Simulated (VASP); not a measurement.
Set up this calculation in VASP 6.6.1, as the native input.

* Task: single point
* Functional: PBE
* Potentials or basis: VASP PAW PBE potentials, release 64 (Cu)
* Cutoff: 520 eV
* k mesh: 22 × 22 × 22
* Occupations: gaussian, width 0.15 eV
* Spin: no spin polarisation
* Dipole correction: no
* Further INCAR settings: ALGO = Normal; EDIFF = 1e-07; NBANDS = 12

The structure of Cu lies in POSCAR:

```
Cu
1.0
   -1.4241500000      1.4241500000      1.3819816190
    1.4241500000     -1.4241500000      1.3819816190
    1.4241500000      1.4241500000     -1.3819816190
Cu
1
Direct
    0.0000000000      0.0000000000      0.0000000000
```

These files were run (other wordings do the same):

INCAR

```
SYSTEM = Cu
PREC = Accurate ; ENCUT = 520
EDIFF = 1E-7 ; ISMEAR = 0
SIGMA = 0.15 ; LREAL = .FALSE.
LASPH = .TRUE. ; NELM = 60
ALGO = Normal ; ISIF = 2
LWAVE = .FALSE. ; LCHARG = .FALSE.
GGA = PE ; NBANDS = 12
```

KPOINTS

```
Automatic mesh
0
G
  22 22 22
  0 0 0
```

Potentials or basis: VASP PAW PBE potentials, release 64 (Cu).

Launch:

```sh
$ cat potpaw_PBE.64/Cu/POTCAR > POTCAR
$ mpirun -np 1 vasp_std > vasp.out
```

It gave:

```json
{"Pressure": "11.8 GPa"}
```

Wall time 33 s on 1 thread of Intel(R) Xeon(R) 6975P-C (Granite Rapids), with other jobs on the host, peak memory 0.21 GiB.
